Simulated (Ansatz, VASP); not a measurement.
This is a calculation of Na for Ansatz 0.2.0.

The input input.yaml:

```yaml
crystal:
  lattice:
    - [-2.141, 2.141, 2.141]
    - [2.141, -2.141, 2.141]
    - [2.141, 2.141, -2.141]
  atoms:
    - { symbol: Na, position: [0.0, 0.0, 0.0] }
kpoints:
  mp_grid: { grid: [6, 6, 6] }
scf:
  occupations: { method: fermi_dirac, width: 0.02 }
hamiltonian:
  xc: pbe
  pseudopotentials: { kind: all_electron, lapw: { basis_error: 0.002 } }
output:
  forces: true
  stress: true
  eigenvalues: true
```

Potentials or basis: all-electron LAPW, scalar-relativistic.

The run is started by

```console
$ ansatz run input.yaml --threads 1 --pin off --max-ram 2560MiB --backend cpu --events-out ev --progress --plain --runs-dir out
```

Task: Translate it to VASP 6.6.1. Potentials there: VASP PAW PBE potentials, release 64 (Na_pv).

Result: As run (the cutoff follows the program's own potentials):

The input INCAR:

```
SYSTEM = Na
PREC = Accurate
ENCUT = 520
EDIFF = 1E-6
ISMEAR = -1
SIGMA = 0.02
LREAL = .FALSE.
LASPH = .TRUE.
NELM = 60
ALGO = Fast
ISIF = 2
LWAVE = .FALSE.
LCHARG = .FALSE.
GGA = PE
NBANDS = 10
```

The input KPOINTS:

```
Automatic mesh
0
G
  6 6 6
  0 0 0
```

POSCAR

```
Na
1.0
   -2.1410000000      2.1410000000      2.1410000000
    2.1410000000     -2.1410000000      2.1410000000
    2.1410000000      2.1410000000     -2.1410000000
Na
1
Direct
    0.0000000000      0.0000000000      0.0000000000
```

Potentials or basis: VASP PAW PBE potentials, release 64 (Na_pv).

The run is started by

```console
$ cat potpaw_PBE.64/Na_pv/POTCAR > POTCAR
$ mpirun -np 1 vasp_std > vasp.out
```

Both were run:

|  | VASP | Ansatz | Ansatz less VASP |
| --- | --- | --- | --- |
| gap on the k mesh at the Fermi level (eV) | none | none | - |
| pressure (GPa) | -0.4 | -0.3 | +0.12 |

A gap of «none» marks a metal or a gap that the smearing closes. Ansatz ran all-electron here, and VASP with PAW potentials.

Noted on Ansatz's run: the k mesh is thin for a metal, which can move the energy by tens of meV per atom.
